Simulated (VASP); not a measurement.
Crystal: Te2Pt (Moncheite).

```
Pt Te
1.0
     4.01000    0.00000    0.00000
    -2.00500    3.47276    0.00000
     0.00000    0.00000    5.20100
Pt Te
1 2
Direct
  0.00000 0.00000 0.00000
  0.66667 0.33333 0.75000
  0.33333 0.66667 0.25000
```

Base run:

```yaml
Program: VASP 6.6.1
Functional: RPBE
Potentials_or_basis: VASP PAW PBE potentials, release 64 (Pt, Te)
Cutoff: 500 eV
k_mesh: 8 × 8 × 5
Occupations: fermi-dirac, width 0.05 eV
Spin: no spin polarisation
```

Its results: band gap on the k mesh zero (band 11 reaches 10.23 eV, above the bottom of band 12 at 8.92 eV); pressure 10.4 GPa; largest force 1.052 eV/Å.

Question: The run is repeated on the same cell with these changes: functional from RPBE to revPBE. What comes out?

Answer: Band gap on the k mesh zero (band 11 reaches 10.21 eV, above the bottom of band 12 at 8.89 eV); pressure 9.9 GPa; largest force 1.033 eV/Å.

Caveats: the PAW data sets were made with another functional, which shifts forces and pressure a little; spin-orbit coupling is left out, which moves the levels of the heavy elements.
